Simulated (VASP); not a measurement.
**Se: single point with PBEsol+D3(BJ)**

Crystal: Se.

```xyz
3
Lattice="3.9379 0.0000 0.0000 -1.9689 3.4103 0.0000 0.0000 0.0000 5.0039" Properties=species:S:1:pos:R:3 pbc="T T T"
Se    1.0281    0.0000    1.6680
Se   -0.5140    0.8904    3.3359
Se    1.4549    2.5200    0.0000
```

```json
{
  "Program": "VASP 6.6.1",
  "Task": "single point",
  "Functional": "PBEsol",
  "Dispersion": "D3(BJ)",
  "Potentials or basis": "VASP PAW PBE potentials, release 64 (Se)",
  "Cutoff": "520 eV",
  "k mesh": "12 × 12 × 8",
  "Occupations": "gaussian, width 0.03 eV",
  "Spin": "no spin polarisation",
  "Dipole correction": "no",
  "Further INCAR settings": "ALGO = Normal; EDIFF = 1e-07; NBANDS = 16"
}
```

The pressure is 1.1 GPa. The largest force is 0.054 eV/Å and the band gap on the k mesh is 0.47 eV. The dispersion energy per atom is -0.336 eV.

Forces in eV/Å, atoms in the order of the input:
```
Se   0.054  0.000  0.000
Se  -0.027  0.047  0.000
Se  -0.027 -0.047  0.000
```

Stress tensor (GPa, compression positive):
```
0.35 0.00 0.00
0.00 0.35 0.00
0.00 0.00 2.51
```

Levels at points of the mesh, in eV from the valence-band top:
```csv
k point,band 5,band 6,band 7,band 8,band 9,band 10,band 11,band 12,band 13,band 14
"(0.00, 0.00, 0.00)",-3.54,-3.54,-2.21,-2.21,-0.97,1.34,1.34,1.83,6.12,6.12
"(0.50, 0.00, 0.00)",-5.47,-4.44,-4.19,-1.48,-1.07,1.16,1.26,3.62,4.51,8.71
"(0.00, 0.00, 0.50)",-3.42,-3.42,-1.66,-1.51,-1.51,0.49,0.49,0.61,5.16,6.45
"(0.50, 0.00, 0.50)",-4.66,-4.60,-3.02,-2.49,-0.10,1.22,2.49,3.01,5.73,6.90
```

Wall time 3 min on 1 thread of Oxide Virtual Turin-like Processor, with other jobs on the host, peak memory 0.23 GiB.

Caveat: semilocal functionals underestimate gaps, and a narrow one can read as zero; the PAW data sets were made with another functional, which shifts forces and pressure a little. As with any semilocal functional, this PBEsol gap is likely too small.
